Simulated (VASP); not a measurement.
Input of a VASP 6.6.1 run:

File INCAR:

```
  ALGO = Normal
  EDIFF = 1E-7
  ENCUT = 520
  GGA = PE
  ISIF = 2
  ISMEAR = 0
  LASPH = True
  LCHARG = False
  LREAL = False
  LWAVE = False
  NBANDS = 18
  NELM = 100
  PREC = Accurate
  SIGMA = 0.1
```

KPOINTS

```
k-points
0
Gamma
  18 18 10
```

Contents of POSCAR:

```
Au
1.0
    2.8032933978      0.0000000000      0.0000000000
   -1.4016466989      2.4277232968      0.0000000000
    0.0000000000      0.0000000000      4.6592786634
Au
2
Direct
    0.3333333333      0.6666666667      0.7500000000
    0.6666666667      0.3333333333      0.2500000000
```

Potentials or basis: VASP PAW PBE potentials, release 64 (Au).

The run is started by

```bash
$ cat potpaw_PBE.64/Au/POTCAR > POTCAR
$ mpirun -np 1 vasp_std > vasp.out
```

Question: Predict the pressure.

Answer: 24.9 GPa.

Question: Predict the band gap on the k mesh.

Answer: Zero (bands 11 and 12 overlap by 7.53 eV).

Stress tensor (GPa, compression positive):
```
24.91  0.00  0.00
 0.00 24.91  0.00
 0.00  0.00 24.80
```

Caveat: the cell stands under pressure; spin-orbit coupling is left out, which moves the levels of the heavy elements.
